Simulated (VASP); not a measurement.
Wanted: the native input for a VASP 6.6.1 run.

| Property | Result |
| --- | --- |
| Task | single point |
| Functional | PBE |
| Potentials or basis | VASP PAW PBE potentials, release 64 (Zr_sv) |
| Cutoff | 520 eV |
| k mesh | 6 × 6 × 2 |
| Occupations | gaussian, width 0.1 eV |
| Spin | no spin polarisation |
| Dipole correction | no |
| Further INCAR settings | ALGO = Fast; EDIFF = 1e-06; NBANDS = 32 |

The structure of Zr lies in POSCAR:

```
Zr
1.0
    3.3021674131      0.0000000000      0.0000000000
   -1.6510837065      2.8597608673      0.0000000000
    0.0000000000      0.0000000000     10.6501416655
Zr
4
Direct
    0.0000000000      0.0000000000      0.0000000000
    0.0000000000      0.0000000000      0.5000000000
    0.3333333333      0.6666666667      0.7500000000
    0.6666666667      0.3333333333      0.2500000000
```

These files were run (other wordings do the same):

INCAR

```
ALGO     = Fast           # electronic algorithm
EDIFF    = 1E-6           # SCF threshold, eV
ENCUT    = 520            # plane-wave cutoff, eV
GGA      = PE             # functional
ISIF     = 2              # what is computed and relaxed
ISMEAR   = 0              # smearing method
LASPH    = True           # aspherical terms in the spheres
LCHARG   = False          # write CHGCAR
LREAL    = False          # projectors in reciprocal space
LWAVE    = False          # write WAVECAR
NBANDS   = 32             # bands
NELM     = 60             # most SCF steps
PREC     = Accurate       # precision mode
SIGMA    = 0.1            # smearing width, eV
```

KPOINTS

```
k-points
0
Gamma
  6 6 2
```

Potentials or basis: VASP PAW PBE potentials, release 64 (Zr_sv).

Launch:

```bash
$ cat potpaw_PBE.64/Zr_sv/POTCAR > POTCAR
$ mpirun -np 1 vasp_std > vasp.out
```

It gave:

```yaml
Pressure: -5.9 GPa
Band_gap_on_the_k_mesh: zero (bands 24 and 25 overlap by 0.91 eV)
```

Caveat: the k points lie up to 0.37 Å⁻¹ apart, too coarse for converged energies and pressures of a metal.

Run time: 78 s on 1 thread of Intel(R) Xeon(R) Platinum 8259CL CPU @ 2.50GHz (Skylake/Cascade Lake), on a shared host, peak memory 0.24 GiB.
